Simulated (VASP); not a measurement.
# AlAs (F-43m) in VASP: single point with PBEsol

Aim: the single point of AlAs with PBEsol.

All numbers are computed with VASP 6.6.1; they aren't measurements. Logs are shortened: lines on timing, memory, paths and dates and some standing lists are left out, and cuts for length are marked.

## (1) The cell of the first run

The structure is cubic, space group F-43m (No. 216). The conventional cell has a = 5.661 Å, b = 5.661 Å, c = 5.661 Å, α = 90.00°, β = 90.00°, γ = 90.00°. Within 3.2 Å of Al (site symmetry -43m) lie 4 As at 2.45 Å. As (site symmetry -43m) has 4 Al at 2.45 Å within 3.2 Å.

## (2) Single point, PBEsol

Contents of INCAR:

```
SYSTEM = AlAs
PREC     = Accurate       ! precision mode
ENCUT    = 500            ! plane-wave cutoff, eV
EDIFF    = 1E-6           ! SCF threshold, eV
ISMEAR   = 0              ! smearing method
SIGMA    = 0.01           ! smearing width, eV
LREAL    = .FALSE.        ! projectors in reciprocal space
LASPH    = .TRUE.         ! aspherical terms in the spheres
NELM     = 120            ! most SCF steps
ALGO     = Normal         ! electronic algorithm
ISIF     = 2              ! what is computed and relaxed
LWAVE    = .FALSE.        ! write WAVECAR
LCHARG   = .TRUE.         ! write CHGCAR
GGA      = PS             ! functional
LELF     = .TRUE.         ! ELF
LVHAR    = .TRUE.       
NBANDS   = 11             ! bands
GGA_COMPAT= .FALSE.
```

Contents of KPOINTS:

```
regular mesh
0
G
  3 3 3
  0 0 0
```

Contents of POSCAR:

```
AlAs
1.0
    0.0000000000      2.8304000000      2.8304000000
    2.8304000000      0.0000000000      2.8304000000
    2.8304000000      2.8304000000      0.0000000000
Al As
1 1
Direct
    0.0000000000      0.0000000000      0.0000000000
    0.2500000000      0.2500000000      0.2500000000
```

Potentials or basis: VASP PAW PBE potentials, release 64 (Al, As).

Started as:

```console
$ cat potpaw_PBE.64/Al/POTCAR potpaw_PBE.64/As/POTCAR > POTCAR
$ mpirun -np 1 vasp_std > vasp.out
```

OUTCAR:

```text
SYSTEM = AlAs
   PREC = Accurate
   ENCUT = 500
   EDIFF = 1E-6
   ISMEAR = 0
   LREAL = .FALSE.
   LASPH = .TRUE.
   NELM = 120
   ISIF = 2
   GGA = PS

 ion  position               nearest neighbor table
   1  0.000  0.000  0.000-   2 2.45   2 2.45   2 2.45   2 2.45
   2  0.250  0.250  0.250-   1 2.45   1 2.45   1 2.45   1 2.45

  LATTYP: Found a face centered cubic cell.
 ALAT       =     5.6608000000

  Lattice vectors:

 A1 = (   0.0000000000,   2.8304000000,   2.8304000000)
 A2 = (   2.8304000000,   0.0000000000,   2.8304000000)
 A3 = (   2.8304000000,   2.8304000000,   0.0000000000)

Analysis of symmetry for initial positions (statically):
=====================================================================
 Subroutine PRICEL returns:
 Original cell was already a primitive cell.

 Routine SETGRP: Setting up the symmetry group for a
 face centered cubic supercell.

 Subroutine GETGRP returns: Found 24 space group operations
 (whereof 24 operations were pure point group operations)
 out of a pool of 48 trial point group operations.

The static configuration has the point symmetry T_d .

Analysis of symmetry for dynamics (positions and initial velocities):
=====================================================================
 Subroutine PRICEL returns:
 Original cell was already a primitive cell.

 Routine SETGRP: Setting up the symmetry group for a
 face centered cubic supercell.

 Subroutine GETGRP returns: Found 24 space group operations
 (whereof 24 operations were pure point group operations)
 out of a pool of 48 trial point group operations.

The dynamic configuration has the point symmetry T_d .

 Subroutine INISYM returns: Found 24 space group operations
 (whereof 24 operations are pure point group operations),
 and found     1 'primitive' translations

----------------------------------------------------------------------------------------

                                     Primitive cell

  volume of cell :      45.3496

  direct lattice vectors                    reciprocal lattice vectors
     0.000000000  2.830400000  2.830400000    -0.176653477  0.176653477  0.176653477
     2.830400000  0.000000000  2.830400000     0.176653477 -0.176653477  0.176653477
     2.830400000  2.830400000  0.000000000     0.176653477  0.176653477 -0.176653477

  length of vectors
     4.002790067  4.002790067  4.002790067     0.305972797  0.305972797  0.305972797

  position of ions in fractional coordinates (direct lattice)
     0.000000000  0.000000000  0.000000000
     0.250000000  0.250000000  0.250000000

  ion indices of the primitive-cell ions
   primitive index   ion index
                 1           1
                 2           2

----------------------------------------------------------------------------------------

 KPOINTS: regular mesh

Automatic generation of k-mesh.
 Grid dimensions read from file:
 generate k-points for:    3    3    3

 Generating k-lattice:

  Cartesian coordinates                     Fractional coordinates (reciprocal lattice)
    -0.058884492  0.058884492  0.058884492     0.333333333  0.000000000  0.000000000
     0.058884492 -0.058884492  0.058884492     0.000000000  0.333333333  0.000000000
     0.058884492  0.058884492 -0.058884492     0.000000000  0.000000000  0.333333333

  Length of vectors
     0.101990932  0.101990932  0.101990932

  Shift w.r.t. Gamma in fractional coordinates (k-lattice)
     0.000000000  0.000000000  0.000000000

 Subroutine IBZKPT returns following result:
 ===========================================

 Found      4 irreducible k-points:

 Following reciprocal coordinates:
            Coordinates               Weight
  0.000000  0.000000  0.000000      1.000000
  0.333333  0.000000  0.000000      8.000000
  0.333333  0.333333  0.000000      6.000000
 -0.333333  0.333333  0.000000     12.000000
   k-points           NKPTS =      4   k-points in BZ     NKDIM =      4   number of bands    NBANDS=     11
   number of dos      NEDOS =    301   number of ions     NIONS =      2
   total plane-waves  NPLWV =  27000
   dimension x,y,z NGX =    30 NGY =   30 NGZ =   30
   dimension x,y,z NGXF=    60 NGYF=   60 NGZF=   60
   ions per type =               1   1
   NGX,Y,Z   is equivalent  to a cutoff of  12.46, 12.46, 12.46 a.u.
   NGXF,Y,Z  is equivalent  to a cutoff of  24.92, 24.92, 24.92 a.u.
 SYSTEM =  AlAs
   PREC   = accura    normal or accurate (medium, high low for compatibility)
   ISTART =      0    job   : 0-new  1-cont  2-samecut
   ICHARG =      2    charge: 1-file 2-atom 10-const
   ISPIN  =      1    spin polarized calculation?
   LNONCOLLINEAR =      F non collinear calculations
   LSORBIT =      F    spin-orbit coupling
   LASPH  =      T    aspherical Exc in radial PAW
   ENCUT  =  500.0 eV  36.75 Ry    6.06 a.u.   7.30  7.30  7.30*2*pi/ulx,y,z
   NELM   =    120;   NELMIN=  2; NELMDL= -5     # of ELM steps
   EDIFF  = 0.1E-05   stopping-criterion for ELM
   LREAL  =      F    real-space projection
   EDIFFG = 0.1E-04   stopping-criterion for IOM
   NSW    =      0    number of steps for IOM
   IBRION =     -1    ionic relax: 0-MD 1-quasi-New 2-CG
   NFREE  =      0    steps in history (QN), initial steepest desc. (CG)
   ISIF   =      2    stress and relaxation
   ISYM   =      2    0-nonsym 1-usesym 2-fastsym
   POTIM  = 0.5000    time-step for ionic-motion
   TEBEG  =    0.0;   TEEND  =   0.0 temperature during run
   PSTRESS=    0.0 pullay stress
   NELECT =       8.0000    total number of electrons
   NUPDOWN=      -1.0000    fix difference up-down
   EMIN   =  10.00;   EMAX   =-10.00  energy-range for DOS
   EFERMI =   0.00;   METHOD = LEGACY
   ISMEAR =     0;   SIGMA  =   0.01  broadening in eV -4-tet -1-fermi 0-gaus
   EFERMI_NEDOS =   21; number of points for ismear=-14 and -15
   IALGO  =     38    algorithm
   IMIX   =      4    mixing-type and parameters
     AMIX     =   0.40;   BMIX     =  1.00
     AMIX_MAG =   1.60;   BMIX_MAG =  1.00
  volume/ion in A,a.u.               =      22.67       153.02
  Fermi-wavevector in a.u.,A,eV,Ry     =   0.918150  1.735052 11.469706  0.843000
  Thomas-Fermi vector in A             =   2.043199
   LORBIT       =      0    0 simple, 1 ext, 2 COOP (PROOUT), +10 PAW based schemes
   GGA     = PS    functional components
   LHFCALC =     F    Hartree Fock is set to
   AEXX    =    0.0000 exact exchange contribution
   IVDW    =     0    specifies the selected vdW correction
   LEPSILON=     F    determine dielectric tensor
   LRPA    =     F    only Hartree local field effects (RPA)
 non-spin polarized calculation
 Gauss-broadening in eV      SIGMA  =   0.01
  energy-cutoff  :      500.00
  volume of cell :       45.35
 maximum number of plane-waves:      1150
 NGX is ok and might be reduce to    30
   NGX = 15   NGY = 15   NGZ = 15

 number of electron       8.0000000 magnetization

 Free energy of the ion-electron system (eV)
  ---------------------------------------------------
  ext. energy  EPLUGINS =         0.00000000
  ---------------------------------------------------
  free energy    TOTEN  =        -9.61789023 eV

  energy without entropy =       -9.61789023  energy(sigma->0) =       -9.61789023

 E-fermi :   4.0134     XC(G=0):  -9.1466

 val. band max:        3.9172878293   @ k =   0.0000   0.0000   0.0000
 cond. band min:       5.7337358154   @ k =   0.3333   0.3333   0.0000
 fundamental gap:      1.8164479861
 Fermi energy:         4.0133982857

 k-point     1 :       0.0000    0.0000    0.0000
  band No.  band energies     occupation
      1      -7.9741      2.00000
      2       3.9173      2.00000
      3       3.9173      2.00000
      4       3.9173      2.00000
      5       5.8690      0.00000
      6       8.0962      0.00000
      7       8.0962      0.00000
      8       8.0962      0.00000
      9      12.5648      0.00000
     10      12.8327      0.00000
     11      12.8327      0.00000

 k-point     2 :       0.3333    0.0000    0.0000
  band No.  band energies     occupation
      1      -7.0104      2.00000
      2      -0.6448      2.00000
      3       3.2414      2.00000
      4       3.2414      2.00000
      5       6.1681      0.00000
      6       8.6573      0.00000
      7       8.6573      0.00000
      8      11.2616      0.00000
      9      12.8394      0.00000
     10      12.8394      0.00000
     11      13.0921      0.00000

 k-point     3 :       0.3333    0.3333    0.0000
  band No.  band energies     occupation
      1      -6.6655      2.00000
      2      -0.4214      2.00000
      3       2.0865      2.00000
      4       2.0865      2.00000
      5       5.7337      0.00000
      6       6.7688      0.00000
      7      12.0003      0.00000
      8      12.0003      0.00000
      9      12.8499      0.00000
     10      14.7748      0.00000
     11      17.4107      0.00000

 k-point     4 :      -0.3333    0.3333    0.0000
  band No.  band energies     occupation
      1      -6.1017      2.00000
      2      -1.2008      2.00000
      3       0.3078      2.00000
      4       2.3497      2.00000
      5       6.3479      0.00000
      6      10.1461      0.00000
      7      11.1189      0.00000
      8      11.4267      0.00000
      9      11.7365      0.00000
     10      12.6965      0.00000
     11      18.0527      0.00000

------------------------ aborting loop because EDIFF is reached ----------------------------------------

  FORCE on cell =-STRESS in cart. coord.  units (eV):
  Direction    XX          YY          ZZ          XY          YZ          ZX
  --------------------------------------------------------------------------------------
  -------------------------------------------------------------------------------------
  Total        0.5581431      0.5581431      0.5581431     -0.0000000      0.0000000      0.0000000
  in kB       19.7189003     19.7189003     19.7189003     -0.0000000      0.0000000      0.0000000
  external PRESSURE =      19.7189003 kB  Pullay stress =       0.0000000 kB

 VOLUME and BASIS-vectors are now :
 -----------------------------------------------------------------------------
  energy-cutoff  :      500.00
  volume of cell :       45.35
      direct lattice vectors                 reciprocal lattice vectors
     0.000000000  2.830400000  2.830400000    -0.176653477  0.176653477  0.176653477
     2.830400000  0.000000000  2.830400000     0.176653477 -0.176653477  0.176653477
     2.830400000  2.830400000  0.000000000     0.176653477  0.176653477 -0.176653477

 POSITION                                       TOTAL-FORCE (eV/Angst)
 -----------------------------------------------------------------------------------
      0.00000      0.00000      0.00000        -0.000000     -0.000000     -0.000000
      1.41520      1.41520      1.41520         0.000000      0.000000      0.000000
 -----------------------------------------------------------------------------------
    total drift:                                0.000000      0.000000      0.000000

  FREE ENERGIE OF THE ION-ELECTRON SYSTEM (eV)
  ---------------------------------------------------
  free  energy   TOTEN  =        -9.6178902289 eV

  energy  without entropy=       -9.6178902289  energy(sigma->0) =       -9.61789023
```

Run time: 8.8 s. Hardware: 1 thread of AMD EPYC 7R13, shared host; peak memory 0.13 GiB.

Results:

```yaml
Free_energy: -9.6179 eV
Pressure: 2.0 GPa
Band_gap_on_the_k_mesh: 1.82 eV, indirect (least direct gap 1.95 eV)
```

Levels at points of the mesh, in eV from the valence-band top:
```
           k point  band 1  band 2  band 3  band 4  band 5  band 6  band 7  band 8
(0.00, 0.00, 0.00)  -11.89    0.00    0.00    0.00    1.95    4.18    4.18    4.18
```

Caveat: the k points lie up to 0.64 Å⁻¹ apart; the PAW data sets were made with another functional, which shifts forces and pressure a little.
